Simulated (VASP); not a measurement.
Set up this calculation in VASP 6.6.1, as the native input.

```yaml
Task: single point
Functional: PBE
Potentials_or_basis: VASP PAW PBE potentials, release 64 (Mg)
Cutoff: 520 eV
k_mesh: 18 × 18 × 16
Occupations: gaussian, width 0.15 eV
Spin: no spin polarisation
Dipole_correction: no
Further_INCAR_settings: ALGO = Fast; EDIFF = 1e-07; NBANDS = 7
```

The structure of Mg lies in POSCAR:

```
Mg
1.0
    3.1723117925      0.0000000000      0.0000000000
   -1.5861558963      2.7473026010      0.0000000000
    0.0000000000      0.0000000000      3.0448375700
Mg
1
Direct
    0.0000000000      0.0000000000      0.0000000000
```

This isn't the form of Mg at room conditions, which is hcp.

This cell differs from its parent crystal: strain +0.040 along x and y, +0.000 along z.

The input as run:

INCAR

```
  PREC = Accurate
  ENCUT = 520
  EDIFF = 1E-7
  ISMEAR = 0
  SIGMA = 0.15
  LREAL = F
  LASPH = T
  NELM = 100
  ALGO = Fast
  ISIF = 2
  LWAVE = F
  LCHARG = F
  GGA = PE
  NBANDS = 7
```

KPOINTS

```
Automatic mesh
0
Gamma
  18 18 16
```

Potentials or basis: VASP PAW PBE potentials, release 64 (Mg).

Run with:

```bash
$ cat potpaw_PBE.64/Mg/POTCAR > POTCAR
$ mpirun -np 1 vasp_std > vasp.out
```

Results of the run:

```json
{
 "Pressure": "-1.1 GPa",
 "Band gap on the k mesh": "zero (bands 1 and 2 overlap by 5.14 eV)"
}
```

Caveat: the cell differs from its parent crystal (strain +0.040 along x and y, +0.000 along z).

Wall time 22 s on 1 thread of Intel(R) Xeon(R) Platinum 8259CL CPU @ 2.50GHz (Skylake/Cascade Lake), on a shared host, peak memory 0.18 GiB.
